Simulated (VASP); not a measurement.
Input of a VASP 6.6.1 run:

Contents of INCAR:

```
PREC = Accurate ; ENCUT = 520
EDIFF = 1E-6 ; ISMEAR = 0
SIGMA = 0.1 ; LREAL = False
LASPH = True ; NELM = 60
ALGO = Normal ; ISIF = 2
LWAVE = False ; LCHARG = False
GGA = PE ; NBANDS = 40
```

Contents of KPOINTS:

```
Automatic mesh
0
Gamma
  6 6 2
```

The input POSCAR:

```
Sc5Te
1.0
    3.1671843300      0.0000000000      0.0000000000
    0.0000000000      3.1671843300      0.0000000000
    0.0000000000      0.0000000000     13.4160908500
Sc Te
5 1
Direct
    0.5000000000      0.5000000000      0.3344822800
    0.5000000000      0.5000000000      0.6655177200
    0.0000000000      0.0000000000      0.1759868000
    0.0000000000      0.0000000000      0.8240132000
    0.0000000000      0.0000000000      0.5000000000
    0.5000000000      0.5000000000      0.0000000000
```

Potentials or basis: VASP PAW PBE potentials, release 64 (Sc_sv, Te).

Run with:

```sh
$ cat potpaw_PBE.64/Sc_sv/POTCAR potpaw_PBE.64/Te/POTCAR > POTCAR
$ mpirun -np 1 vasp_std > vasp.out
```

(1) Predict the band gap on the k mesh.

(2) What does it give for the pressure?

(3) What does it give for the largest force?

Answers

(1) zero (an odd number of electrons rules out a gap without spin polarisation).

(2) 7.1 GPa.

(3) 0.685 eV/Å.

Caveat: the cell stands under pressure; spin-orbit coupling is left out, which moves the levels of the heavy elements.
